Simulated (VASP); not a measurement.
# AlW3 (I4/mmm) in VASP: single point with PBE

Aim: the single point of AlW3 with PBE.

Everything below comes from runs of VASP 6.6.1. Logs are shortened: lines on timing, memory, paths and dates and some standing lists are left out, and cuts for length are marked.

## Step 1: The cell of the first run

It takes space group I4/mmm (No. 139, tetragonal). The conventional cell has a = 4.418 Å, b = 4.418 Å, c = 8.561 Å, α = 90.00°, β = 90.00°, γ = 90.00°. Al (site symmetry 4/mmm) has 12 W at 3.08 to 3.12 Å within 4.0 Å. Within 4.0 Å of W (site symmetry 4/mmm) lie 8 W at 3.08 Å and 4 Al at 3.12 Å. W (site symmetry -4m2) has 4 Al at 3.08 Å and 8 W at 3.08 to 3.12 Å within 4.0 Å.

## Step 2: Single point, PBE

INCAR

```
SYSTEM = AlW3
ALGO = Normal
EDIFF = 1E-7
ENCUT = 520
GGA = PE
ISIF = 2
ISMEAR = -1
LASPH = .True.
LCHARG = .False.
LREAL = .False.
LWAVE = .False.
NBANDS = 30
NELM = 60
PREC = Accurate
SIGMA = 0.0397
```

KPOINTS

```
k-points
0
Gamma
  9 9 9
  0 0 0
```

POSCAR

```
AlW3
1.0
    0.0000000000      4.4182770000      0.0000000000
    4.4182770000      0.0000000000      0.0000000000
    2.2091390000      2.2091390000     -4.2806750000
Al W
1 3
Direct
    0.0000000000      0.0000000000      0.0000000000
    0.5000000000      0.5000000000      0.0000000000
    0.2500000000      0.7500000000      0.5000000000
    0.7500000000      0.2500000000      0.5000000000
```

Potentials or basis: VASP PAW PBE potentials, release 64 (Al, W_sv).

Started as:

```bash
$ cat potpaw_PBE.64/Al/POTCAR potpaw_PBE.64/W_sv/POTCAR > POTCAR
$ mpirun -np 1 vasp_std > vasp.out
```

OUTCAR:

```text
SYSTEM = AlW3
   EDIFF = 1E-7
   ENCUT = 520
   GGA = PE
   ISIF = 2
   ISMEAR = -1
   LASPH = .True.
   LREAL = .False.
   NELM = 60
   PREC = Accurate

 ion  position               nearest neighbor table
   1  0.000  0.000  0.000-   4 3.08   3 3.08   4 3.08   3 3.08   3 3.08   4 3.08   3 3.08   4 3.08
                             2 3.12   2 3.12   2 3.12   2 3.12
   2  0.500  0.500  0.000-   3 3.08   4 3.08   3 3.08   4 3.08   3 3.08   4 3.08   3 3.08   4 3.08
                             1 3.12   1 3.12   1 3.12   1 3.12
   3  0.250  0.750  0.500-   1 3.08   2 3.08   1 3.08   2 3.08   1 3.08   2 3.08   1 3.08   2 3.08
                             4 3.12   4 3.12   4 3.12   4 3.12
   4  0.750  0.250  0.500-   2 3.08   1 3.08   2 3.08   1 3.08   1 3.08   2 3.08   1 3.08   2 3.08
                             3 3.12   3 3.12   3 3.12   3 3.12

  LATTYP: Found a body centered tetragonal cell.
 ALAT       =     4.4182770000
 C/A-ratio  =     1.9377123707

  Lattice vectors:

 A1 = (  -2.2091390000,   2.2091380000,   4.2806750000)
 A2 = (   2.2091380000,  -2.2091390000,   4.2806750000)
 A3 = (   2.2091390000,   2.2091390000,  -4.2806750000)

Analysis of symmetry for initial positions (statically):
=====================================================================
 Subroutine PRICEL returns:
 Original cell was already a primitive cell.

 Routine SETGRP: Setting up the symmetry group for a
 body centered tetragonal supercell.

 Subroutine GETGRP returns: Found 16 space group operations
 (whereof 16 operations were pure point group operations)
 out of a pool of 16 trial point group operations.

The static configuration has the point symmetry D_4h.

Analysis of symmetry for dynamics (positions and initial velocities):
=====================================================================
 Subroutine PRICEL returns:
 Original cell was already a primitive cell.

 Routine SETGRP: Setting up the symmetry group for a
 body centered tetragonal supercell.

 Subroutine GETGRP returns: Found 16 space group operations
 (whereof 16 operations were pure point group operations)
 out of a pool of 16 trial point group operations.

The dynamic configuration has the point symmetry D_4h.

 Subroutine INISYM returns: Found 16 space group operations
 (whereof 16 operations are pure point group operations),
 and found     1 'primitive' translations

----------------------------------------------------------------------------------------

                                     Primitive cell

  volume of cell :      83.5638

  direct lattice vectors                    reciprocal lattice vectors
[... 95 lines left out ...]
   IBRION =     -1    ionic relax: 0-MD 1-quasi-New 2-CG
   NFREE  =      0    steps in history (QN), initial steepest desc. (CG)
   ISIF   =      2    stress and relaxation
   ISYM   =      2    0-nonsym 1-usesym 2-fastsym
   POTIM  = 0.5000    time-step for ionic-motion
   TEBEG  =    0.0;   TEEND  =   0.0 temperature during run
   PSTRESS=    0.0 pullay stress
   NELECT =      45.0000    total number of electrons
   NUPDOWN=      -1.0000    fix difference up-down
   EMIN   =  10.00;   EMAX   =-10.00  energy-range for DOS
   EFERMI =   0.00;   METHOD = LEGACY
   ISMEAR =    -1;   SIGMA  =   0.04  broadening in eV -4-tet -1-fermi 0-gaus
   EFERMI_NEDOS =   21; number of points for ismear=-14 and -15
   IALGO  =     38    algorithm
   IMIX   =      4    mixing-type and parameters
     AMIX     =   0.40;   BMIX     =  1.00
     AMIX_MAG =   1.60;   BMIX_MAG =  1.00
  volume/ion in A,a.u.               =      20.89       140.98
  Fermi-wavevector in a.u.,A,eV,Ry     =   1.331904  2.516934 24.136307  1.773969
  Thomas-Fermi vector in A             =   2.460880
   LORBIT       =      0    0 simple, 1 ext, 2 COOP (PROOUT), +10 PAW based schemes
   GGA     = PE    functional components
   LHFCALC =     F    Hartree Fock is set to
   AEXX    =    0.0000 exact exchange contribution
   IVDW    =     0    specifies the selected vdW correction
   LEPSILON=     F    determine dielectric tensor
   LRPA    =     F    only Hartree local field effects (RPA)
 non-spin polarized calculation
  energy-cutoff  :      520.00
  volume of cell :       83.56
 maximum number of plane-waves:      2264
 NGX is ok and might be reduce to    36
   NGX = 17   NGY = 17   NGZ = 19

 number of electron      44.9999996 magnetization

 Free energy of the ion-electron system (eV)
  ---------------------------------------------------
  ext. energy  EPLUGINS =         0.00000000
  ---------------------------------------------------
  free energy    TOTEN  =       -38.84258684 eV

  energy without entropy =      -38.82132697  energy(sigma->0) =      -38.83195691

 E-fermi :   7.1003     XC(G=0): -11.4511

 val. band max:        7.0941537720   @ k =  -0.2222  -0.3333   0.2222
 cond. band min:       7.1035785887   @ k =  -0.3333   0.3333   0.0000
 fundamental gap:      0.0094248166
 Fermi energy:         7.1003431131

 k-point     1 :       0.0000    0.0000    0.0000
  band No.  band energies     occupation
      1     -67.2735      2.00000
      2     -67.2477      2.00000
      3     -67.2225      2.00000
      4     -31.4798      2.00000
      5     -31.4423      2.00000
      6     -31.4423      2.00000
[... 781 lines left out ...]
     29       9.5652      0.00000
     30       9.9444      0.00000

 [... further k-points ...]

------------------------ aborting loop because EDIFF is reached ----------------------------------------

  FORCE on cell =-STRESS in cart. coord.  units (eV):
  Direction    XX          YY          ZZ          XY          YZ          ZX
  --------------------------------------------------------------------------------------
  -------------------------------------------------------------------------------------
  Total      -19.3835281    -19.3835281    -18.8107698     -0.0000000      0.0000022      0.0000022
  in kB     -371.6424157   -371.6424157   -360.6608603     -0.0000000      0.0000421      0.0000421
  external PRESSURE =    -367.9818972 kB  Pullay stress =       0.0000000 kB

 VOLUME and BASIS-vectors are now :
 -----------------------------------------------------------------------------
  energy-cutoff  :      520.00
  volume of cell :       83.56
      direct lattice vectors                 reciprocal lattice vectors
     0.000000000  4.418277000  0.000000000     0.000000000  0.226332573  0.116804035
     4.418277000  0.000000000  0.000000000     0.226332573  0.000000000  0.116804035
     2.209139000  2.209139000 -4.280675000     0.000000000  0.000000000 -0.233608017

 POSITION                                       TOTAL-FORCE (eV/Angst)
 -----------------------------------------------------------------------------------
      0.00000      0.00000      0.00000         0.000000      0.000000      0.000000
      2.20914      2.20914      0.00000         0.000000      0.000000      0.000000
      4.41828      2.20914     -2.14034        -0.000000     -0.000000      0.000000
      2.20914      4.41828     -2.14034         0.000000      0.000000     -0.000000
 -----------------------------------------------------------------------------------
    total drift:                                0.000000      0.000000     -0.000000

  FREE ENERGIE OF THE ION-ELECTRON SYSTEM (eV)
  ---------------------------------------------------
  free  energy   TOTEN  =       -38.8425868443 eV

  energy  without entropy=      -38.8213269672  energy(sigma->0) =      -38.83195691
```

stdout:

```text
POSCAR found type information on POSCAR AlW
 POSCAR found :  2 types and       4 ions
 scaLAPACK will be used
 LDA part: xc-table for (Slater+PW92), standard interpolation
 POSCAR, INCAR and KPOINTS ok, starting setup
 FFT: planning ... GRIDC
 FFT: planning ... GRID_SOFT
 FFT: planning ... GRID
 WAVECAR not read
 entering main loop
```

Wall time 2.6 min (1 thread of Intel Xeon Platinum 8259CL at 2.50GHz (Skylake/Cascade Lake), shared host); peak memory 0.31 GiB.

Results:

- Free energy: -38.8426 eV
- Pressure: -36.8 GPa

Caveat: spin-orbit coupling is left out, which moves the levels of the heavy elements.
